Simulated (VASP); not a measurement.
Here is a VASP 6.6.1 calculation.

INCAR

```
SYSTEM = N
ALGO = Normal
EDIFF = 1E-6
ENCUT = 520
ISIF = 2
ISMEAR = 1
LASPH = .True.
LCHARG = .True.
LELF = .True.
LREAL = .False.
LVHAR = .True.
LWAVE = .False.
NBANDS = 12
NELM = 60
PREC = Accurate
SIGMA = 0.02
```

File KPOINTS:

```
k-points
0
Gamma
  1 1 1
  0 0 0
```

File POSCAR:

```
N
1.0
    9.0000000000      0.0000000000      0.0000000000
    0.0000000000      9.5000000000      0.0000000000
    0.0000000000      0.0000000000     10.0000000000
N
2
Direct
    0.5000000000      0.5000000000      0.4453355776
    0.5000000000      0.5000000000      0.5546644224
```

Potentials or basis: VASP PAW LDA potentials, release 64 (N).

Command:

```console
$ cat potpaw_LDA.64/N/POTCAR > POTCAR
$ mpirun -np 1 vasp_gam > vasp.out
```

Estimate the largest force.

1.528 eV/Å.

Estimate the gap between the frontier levels.

8.21 eV.

Forces on the atoms (eV/Å):
```
N    0.000  0.000 -1.528
N    0.000  0.000  1.528
```

Caveat: the standard files for N, O and F lose accuracy on very short bonds.
